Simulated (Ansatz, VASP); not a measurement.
# Two plane-wave programs on TaSi2

```
Ta Si
1.0
     4.76086    0.00000    0.00000
    -2.38043    4.12303    0.00000
     0.00000    0.00000    6.55578
Ta Si
3 6
Cartesian
  2.3804 0.0000 3.2779
  1.1902 2.0615 5.4632
  -1.1902 2.0615 1.0926
  0.0000 1.2933 3.2779
  3.6235 0.6567 5.4632
  1.2431 3.4664 1.0926
  2.3804 2.8097 3.2779
  -1.2431 3.4664 5.4632
  1.1374 0.6567 1.0926
```

Alike in both runs: task single point; functional PBEsol; k mesh 12 × 12 × 6; occupations gaussian, width 0.15 eV; no spin polarisation.

```csv
,VASP,Ansatz
version,VASP 6.6.1,Ansatz 0.2.0
potentials or method,"VASP PAW PBE potentials, release 64 (Ta_pv, Si), cutoff 520 eV","scalar-relativistic, plane waves, PAW"
valence electrons in the cell,57,63
```

|  | VASP | Ansatz | Ansatz less VASP |
| --- | --- | --- | --- |
| gap on the k mesh at the Fermi level (eV) | none | none | - |
| pressure (GPa) | 0.3 | 0.0 | -0.32 |
| traceless stress, the component that is largest in VASP (GPa) | -0.07 | -0.07 | +0.001 |
| rms of the force components (eV/Å) | 0.039 | 0.040 | +0.0006 |

VASP's potentials were made for PBE, not for PBEsol. Atom by atom the forces differ by 0.001 eV/Å (rms over components). A gap of «none» marks a metal or a gap that the smearing closes. VASP's potentials hold 57 valence electrons a cell and Ansatz's 63, so a difference there can come from the potentials and not from the codes.

Spin-orbit coupling is off throughout.
